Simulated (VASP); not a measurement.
# Rh (Pm-3m) in VASP: notebook

The runs below take Rh through single point, relaxation of cell and atoms, with LDA.

Everything below comes from runs of VASP 6.6.1. Logs are shortened: lines on timing, memory, paths and dates and some standing lists are left out, and cuts for length are marked.

## (1) The cell of the first run

The structure is cubic, space group Pm-3m (No. 221). Conventional cell: a = 2.479 Å, b = 2.479 Å, c = 2.479 Å, α = 90.00°, β = 90.00°, γ = 90.00°. Within 3.3 Å of Rh (site symmetry m-3m) lie 6 Rh at 2.48 Å.

## (2) Single point, LDA

INCAR

```
SYSTEM = Rh
  ALGO = Normal
  EDIFF = 1E-6
  ENCUT = 500
  GGA_COMPAT = .False.
  ISIF = 2
  ISMEAR = -1
  LASPH = .True.
  LCHARG = .False.
  LREAL = .False.
  LWAVE = .False.
  NBANDS = 14
  NELM = 120
  PREC = Accurate
  SIGMA = 0.05
```

KPOINTS

```
k-points
0
Gamma
  17 17 17
  0 0 0
```

POSCAR

```
Rh
1.0
    2.4794455911      0.0000000000      0.0000000000
    0.0000000000      2.4794455911      0.0000000000
    0.0000000000      0.0000000000      2.4794455911
Rh
1
Direct
    0.0000000000      0.0000000000      0.0000000000
```

Potentials or basis: VASP PAW LDA potentials, release 64 (Rh_pv).

Launch:

```
$ cat potpaw_LDA.64/Rh_pv/POTCAR > POTCAR
$ mpirun -np 1 vasp_std > vasp.out
```

OUTCAR:

```text
SYSTEM = Rh
   EDIFF = 1E-6
   ENCUT = 500
   ISIF = 2
   ISMEAR = -1
   LASPH = .True.
   LREAL = .False.
   NELM = 120
   PREC = Accurate

 ion  position               nearest neighbor table
   1  0.000  0.000  0.000-

  LATTYP: Found a simple cubic cell.
 ALAT       =     2.4794455911

  Lattice vectors:

 A1 = (   2.4794455911,   0.0000000000,   0.0000000000)
 A2 = (   0.0000000000,   2.4794455911,   0.0000000000)
 A3 = (   0.0000000000,   0.0000000000,   2.4794455911)

Analysis of symmetry for initial positions (statically):
=====================================================================
 Subroutine PRICEL returns:
 Original cell was already a primitive cell.

 Routine SETGRP: Setting up the symmetry group for a
 simple cubic supercell.

 Subroutine GETGRP returns: Found 48 space group operations
 (whereof 48 operations were pure point group operations)
 out of a pool of 48 trial point group operations.

The static configuration has the point symmetry O_h .

Analysis of symmetry for dynamics (positions and initial velocities):
=====================================================================
 Subroutine PRICEL returns:
 Original cell was already a primitive cell.

 Routine SETGRP: Setting up the symmetry group for a
 simple cubic supercell.

 Subroutine GETGRP returns: Found 48 space group operations
 (whereof 48 operations were pure point group operations)
 out of a pool of 48 trial point group operations.

The dynamic configuration has the point symmetry O_h .

 Subroutine INISYM returns: Found 48 space group operations
 (whereof 48 operations are pure point group operations),
 and found     1 'primitive' translations

----------------------------------------------------------------------------------------

                                     Primitive cell

  volume of cell :      15.2428

  direct lattice vectors                    reciprocal lattice vectors
     2.479445591  0.000000000  0.000000000     0.403315969  0.000000000  0.000000000
     0.000000000  2.479445591  0.000000000     0.000000000  0.403315969  0.000000000
     0.000000000  0.000000000  2.479445591     0.000000000  0.000000000  0.403315969

  length of vectors
     2.479445591  2.479445591  2.479445591     0.403315969  0.403315969  0.403315969

  position of ions in fractional coordinates (direct lattice)
     0.000000000  0.000000000  0.000000000

  ion indices of the primitive-cell ions
   primitive index   ion index
                 1           1

----------------------------------------------------------------------------------------

 KPOINTS: k-points

Automatic generation of k-mesh.
 Grid dimensions read from file:
 generate k-points for:   17   17   17

 Generating k-lattice:

  Cartesian coordinates                     Fractional coordinates (reciprocal lattice)
     0.023724469  0.000000000  0.000000000     0.058823529  0.000000000  0.000000000
     0.000000000  0.023724469  0.000000000     0.000000000  0.058823529  0.000000000
     0.000000000  0.000000000  0.023724469     0.000000000  0.000000000  0.058823529

  Length of vectors
     0.023724469  0.023724469  0.023724469

  Shift w.r.t. Gamma in fractional coordinates (k-lattice)
     0.000000000  0.000000000  0.000000000

 Subroutine IBZKPT returns following result:
 ===========================================

 Found    165 irreducible k-points:

 Following reciprocal coordinates:
            Coordinates               Weight
  0.000000  0.000000  0.000000      1.000000
  0.058824  0.000000  0.000000      6.000000
  0.117647  0.000000  0.000000      6.000000
  0.176471  0.000000  0.000000      6.000000
  0.235294  0.000000  0.000000      6.000000
  0.294118  0.000000  0.000000      6.000000
[... 16 lines left out ...]
  0.411765  0.117647  0.000000     24.000000
  0.470588  0.117647  0.000000     24.000000
 [... further k-points ...]
   k-points           NKPTS =    165   k-points in BZ     NKDIM =    165   number of bands    NBANDS=     14
   number of dos      NEDOS =    301   number of ions     NIONS =      1
   total plane-waves  NPLWV =   5832
   dimension x,y,z NGX =    18 NGY =   18 NGZ =   18
   dimension x,y,z NGXF=    36 NGYF=   36 NGZF=   36
   ions per type =               1
   NGX,Y,Z   is equivalent  to a cutoff of  12.07, 12.07, 12.07 a.u.
   NGXF,Y,Z  is equivalent  to a cutoff of  24.14, 24.14, 24.14 a.u.
 SYSTEM =  Rh
   PREC   = accura    normal or accurate (medium, high low for compatibility)
   ISTART =      0    job   : 0-new  1-cont  2-samecut
   ICHARG =      2    charge: 1-file 2-atom 10-const
   ISPIN  =      1    spin polarized calculation?
   LNONCOLLINEAR =      F non collinear calculations
   LSORBIT =      F    spin-orbit coupling
   LASPH  =      T    aspherical Exc in radial PAW
   ENCUT  =  500.0 eV  36.75 Ry    6.06 a.u.   4.52  4.52  4.52*2*pi/ulx,y,z
   NELM   =    120;   NELMIN=  2; NELMDL= -5     # of ELM steps
   EDIFF  = 0.1E-05   stopping-criterion for ELM
   LREAL  =      F    real-space projection
   EDIFFG = 0.1E-04   stopping-criterion for IOM
   NSW    =      0    number of steps for IOM
   IBRION =     -1    ionic relax: 0-MD 1-quasi-New 2-CG
   NFREE  =      0    steps in history (QN), initial steepest desc. (CG)
   ISIF   =      2    stress and relaxation
   ISYM   =      2    0-nonsym 1-usesym 2-fastsym
   POTIM  = 0.5000    time-step for ionic-motion
   TEBEG  =    0.0;   TEEND  =   0.0 temperature during run
   PSTRESS=    0.0 pullay stress
   NELECT =      15.0000    total number of electrons
   NUPDOWN=      -1.0000    fix difference up-down
   EMIN   =  10.00;   EMAX   =-10.00  energy-range for DOS
   EFERMI =   0.00;   METHOD = LEGACY
   ISMEAR =    -1;   SIGMA  =   0.05  broadening in eV -4-tet -1-fermi 0-gaus
   EFERMI_NEDOS =   21; number of points for ismear=-14 and -15
   IALGO  =     38    algorithm
   IMIX   =      4    mixing-type and parameters
     AMIX     =   0.40;   BMIX     =  1.00
     AMIX_MAG =   1.60;   BMIX_MAG =  1.00
  volume/ion in A,a.u.               =      15.24       102.86
  Fermi-wavevector in a.u.,A,eV,Ry     =   1.628361  3.077156 36.076654  2.651559
  Thomas-Fermi vector in A             =   2.721004
   LORBIT       =      0    0 simple, 1 ext, 2 COOP (PROOUT), +10 PAW based schemes
   GGA     = CA    functional components
   LHFCALC =     F    Hartree Fock is set to
   AEXX    =    0.0000 exact exchange contribution
   IVDW    =     0    specifies the selected vdW correction
   LEPSILON=     F    determine dielectric tensor
   LRPA    =     F    only Hartree local field effects (RPA)
 non-spin polarized calculation
  energy-cutoff  :      500.00
  volume of cell :       15.24
 maximum number of plane-waves:       401
 NGX is ok and might be reduce to    18
   NGX =  9   NGY =  9   NGZ =  9

 number of electron      15.0000001 magnetization

 Free energy of the ion-electron system (eV)
  ---------------------------------------------------
  ext. energy  EPLUGINS =         0.00000000
  ---------------------------------------------------
  free energy    TOTEN  =        -7.79982968 eV

  energy without entropy =       -7.78695443  energy(sigma->0) =       -7.79339206

 E-fermi :  10.0534     XC(G=0): -13.5498

 val. band max:       10.0494938052   @ k =   0.3529   0.3529   0.1765
 cond. band min:      10.0679230314   @ k =   0.1765   0.0588   0.0000
 fundamental gap:      0.0184292262
 Fermi energy:        10.0533734467

 k-point     1 :       0.0000    0.0000    0.0000
  band No.  band energies     occupation
      1     -35.8397      2.00000
      2     -35.8397      2.00000
      3     -35.8397      2.00000
      4       2.8053      2.00000
      5       4.4301      2.00000
      6       4.4301      2.00000
      7      10.9236      0.00000
      8      10.9236      0.00000
      9      10.9236      0.00000
     10      27.2291      0.00000
     11      27.2291      0.00000
     12      27.2291      0.00000
     13      30.8977      0.00000
     14      35.1660      0.00000

 k-point     2 :       0.0588    0.0000    0.0000
  band No.  band energies     occupation
      1     -35.8707      2.00000
      2     -35.8371      2.00000
      3     -35.8371      2.00000
      4       2.9112      2.00000
      5       4.4517      2.00000
      6       4.5313      2.00000
      7      10.8258      0.00000
      8      10.8258      0.00000
      9      10.9312      0.00000
     10      26.5231      0.00000
     11      27.4187      0.00000
     12      27.4187      0.00000
     13      30.8992      0.00000
     14      34.4615      0.00000

 k-point     3 :       0.1176    0.0000    0.0000
  band No.  band energies     occupation
      1     -35.9592      2.00000
      2     -35.8296      2.00000
      3     -35.8296      2.00000
      4       3.2011      2.00000
      5       4.5141      2.00000
      6       4.8487      2.00000
      7      10.5551      0.00009
      8      10.5551      0.00009
      9      10.9529      0.00000
     10      24.9600      0.00000
     11      27.9607      0.00000
     12      27.9607      0.00000
     13      30.9003      0.00000
     14      33.2165      0.00000

 k-point     4 :       0.1765    0.0000    0.0000
  band No.  band energies     occupation
      1     -36.0918      2.00000
      2     -35.8183      2.00000
      3     -35.8183      2.00000
      4       3.6022      2.00000
      5       4.6103      2.00000
      6       5.4123      2.00000
      7      10.1684      0.18228
      8      10.1684      0.18228
      9      10.9859      0.00000
     10      23.1731      0.00000
     11      28.7859      0.00000
     12      28.7859      0.00000
     13      30.9006      0.00000
     14      31.8428      0.00000

 k-point     5 :       0.2353    0.0000    0.0000
  band No.  band energies     occupation
      1     -36.2494      2.00000
      2     -35.8046      2.00000
      3     -35.8046      2.00000
      4       4.0390      2.00000
      5       4.7290      2.00000
      6       6.2237      2.00000
      7       9.7342      1.99662
      8       9.7342      1.99662
      9      11.0261      0.00000
     10      21.4243      0.00000
     11      29.8070      0.00000
[... 276 lines left out ...]
 k-point    22 :       0.3529    0.1176    0.0000
  band No.  band energies     occupation
      1     -36.5388      2.00000
      2     -35.8932      2.00000
      3     -35.7679      2.00000
      4       5.0213      2.00000
      5       5.5000      2.00000
      6       7.3984      2.00000
      7       9.0138      2.00000
      8       9.6894      1.99862
      9      10.7765      0.00000
     10      18.7987      0.00000
     11      27.9737      0.00000
     12      30.1186      0.00000
     13      30.9073      0.00000
     14      32.8802      0.00000

 k-point    23 :       0.4118    0.1176    0.0000
  band No.  band energies     occupation
      1     -36.6442      2.00000
      2     -35.8830      2.00000
      3     -35.7584      2.00000
      4       5.1987      2.00000
      5       5.7439      2.00000
      6       7.3317      2.00000
      7       8.7628      2.00000
      8      10.5200      0.00018
      9      10.8098      0.00000
     10      17.5784      0.00000
     11      27.9321      0.00000
     12      30.4038      0.00000
     13      30.9091      0.00000
     14      33.2239      0.00000

 k-point    24 :       0.4706    0.1176    0.0000
  band No.  band energies     occupation
      1     -36.7002      2.00000
      2     -35.8775      2.00000
      3     -35.7532      2.00000
      4       5.2797      2.00000
      5       5.9206      2.00000
      6       7.2068      2.00000
      7       8.6319      2.00000
      8      10.8277      0.00000
      9      11.1772      0.00000
     10      16.8146      0.00000
     11      27.8004      0.00000
     12      30.8821      0.00000
     13      30.9845      0.00000
     14      32.1836      0.00000

 [... further k-points ...]

------------------------ aborting loop because EDIFF is reached ----------------------------------------

  FORCE on cell =-STRESS in cart. coord.  units (eV):
  Direction    XX          YY          ZZ          XY          YZ          ZX
  --------------------------------------------------------------------------------------
  -------------------------------------------------------------------------------------
  Total        0.0734116      0.0734116      0.0734116      0.0000000     -0.0000000      0.0000000
  in kB        7.7163405      7.7163405      7.7163405      0.0000000     -0.0000000      0.0000000
  external PRESSURE =       7.7163405 kB  Pullay stress =       0.0000000 kB

 VOLUME and BASIS-vectors are now :
 -----------------------------------------------------------------------------
  energy-cutoff  :      500.00
  volume of cell :       15.24
      direct lattice vectors                 reciprocal lattice vectors
     2.479445591  0.000000000  0.000000000     0.403315969  0.000000000  0.000000000
     0.000000000  2.479445591  0.000000000     0.000000000  0.403315969  0.000000000
     0.000000000  0.000000000  2.479445591     0.000000000  0.000000000  0.403315969

 POSITION                                       TOTAL-FORCE (eV/Angst)
 -----------------------------------------------------------------------------------
      0.00000      0.00000      0.00000         0.000000      0.000000      0.000000
 -----------------------------------------------------------------------------------
    total drift:                                0.000000      0.000000      0.000000

  FREE ENERGIE OF THE ION-ELECTRON SYSTEM (eV)
  ---------------------------------------------------
  free  energy   TOTEN  =        -7.7998296835 eV

  energy  without entropy=       -7.7869544278  energy(sigma->0) =       -7.79339206
```

Run time: 33 s. Hardware: 1 thread of Intel Xeon 8259CL, shared host; peak memory 0.13 GiB.

What came out:

| Item | Value |
| --- | --- |
| Free energy | -7.7998 eV |
| Pressure | 0.8 GPa |

Levels at points of the mesh, in eV from the Fermi level:
```
           k point  band 6  band 7  band 8  band 9  band 10  band 11
(0.00, 0.00, 0.00)   -5.62    0.87    0.87    0.87    17.18    17.18
```

## (3) Relaxation of cell and atoms, LDA

This run uses another cell than the first one, of 15.07 Å³/atom, 0.989 times its volume.

INCAR

```
PREC = Accurate
ENCUT = 500
EDIFF = 1E-7
ISMEAR = -1
SIGMA = 0.05
LREAL = F
LASPH = T
NELM = 120
ALGO = Normal
ISIF = 3
LWAVE = F
LCHARG = F
IBRION = 2
NSW = 50
EDIFFG = -0.02
GGA_COMPAT = F
NELMIN = 4
```

KPOINTS

```
Automatic mesh
0
Gamma
  17 17 17
```

POSCAR

```
Rh
1.0
    2.4700000000      0.0000000000      0.0000000000
    0.0000000000      2.4700000000      0.0000000000
    0.0000000000      0.0000000000      2.4700000000
Rh
1
Direct
    0.0000000000      0.0000000000      0.0000000000
```

Potentials or basis: VASP PAW LDA potentials, release 64 (Rh_pv).

Launch:

```
$ cat potpaw_LDA.64/Rh_pv/POTCAR > POTCAR
$ mpirun -np 1 vasp_std > vasp.out
```

It took 61 s on 1 thread of Intel Xeon 8259CL, shared host; peak memory 0.13 GiB.

Results (log left out):

```
Free energy                            : -7.7999 eV
Relaxed volume                         : 15.30 Å³/atom
Relaxed cell                           : a = 2.482 Å, b = 2.482 Å, c = 2.482 Å, α = 90.00°, β = 90.00°, γ = 90.00°
Space group after relaxing (to 0.05 Å) : Pm-3m (No. 221)
Energy gained by relaxing              : 2.5 meV/atom
Ionic steps                            : 3
Pressure after relaxing                : 0.0 GPa
```

The path:
```
step  energy change (eV)  largest force (eV/Å)  pressure (GPa)  volume (Å³)
   1              0.0000                0.0000            3.54        15.07
   2              0.0091                0.0000           -7.00        15.81
   3             -0.0025                0.0000           -0.01        15.30
```

Final structure:
```
Rh
1.0
     2.48237    0.00000    0.00000
     0.00000    2.48237    0.00000
     0.00000    0.00000    2.48237
Rh
1
Direct
  0.00000 0.00000 0.00000
```

Levels at points of the mesh, in eV from the Fermi level:
| k point | band 5 | band 6 | band 7 | band 8 | band 9 | band 10 | band 11 |
| --- | --- | --- | --- | --- | --- | --- | --- |
| (0.00, 0.00, 0.00) | -5.60 | -5.60 | 0.86 | 0.86 | 0.86 | 17.15 | 17.15 |
